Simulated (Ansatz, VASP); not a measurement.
**CaB2 in VASP and in Ansatz**

```
Ca B
1.0
     3.20868    0.00000    0.00000
    -1.60434    2.77880    0.00000
     0.00000    0.00000    3.67896
Ca B
1 2
Direct
  0.00000 0.00000 0.00000
  0.33333 0.66667 0.50000
  0.66667 0.33333 0.50000
```

Alike in both runs: task single point; functional PBEsol; k mesh 15 × 15 × 10; occupations gaussian, width 0.1 eV; no spin polarisation.

```csv
,VASP,Ansatz
version,VASP 6.6.1,Ansatz 0.2.0
potentials or method,"VASP PAW PBE potentials, release 64 (Ca_sv, B), cutoff 520 eV","scalar-relativistic, plane waves, PAW"
valence electrons in the cell,16,16
```

Ansatz gave:

* gap on the k mesh at the Fermi level (eV): none
* pressure (GPa): 12.3
* traceless stress, the component that is largest in VASP (GPa): 15.84

Which values does VASP return?

gap on the k mesh at the Fermi level (eV): none; pressure (GPa): 12.8; traceless stress, the component that is largest in VASP (GPa): 15.98.

VASP's potentials were made for PBE, not for PBEsol. A gap of «none» marks a metal or a gap that the smearing closes. The functional is the same, so the differences come from potentials, cutoffs and numerics.
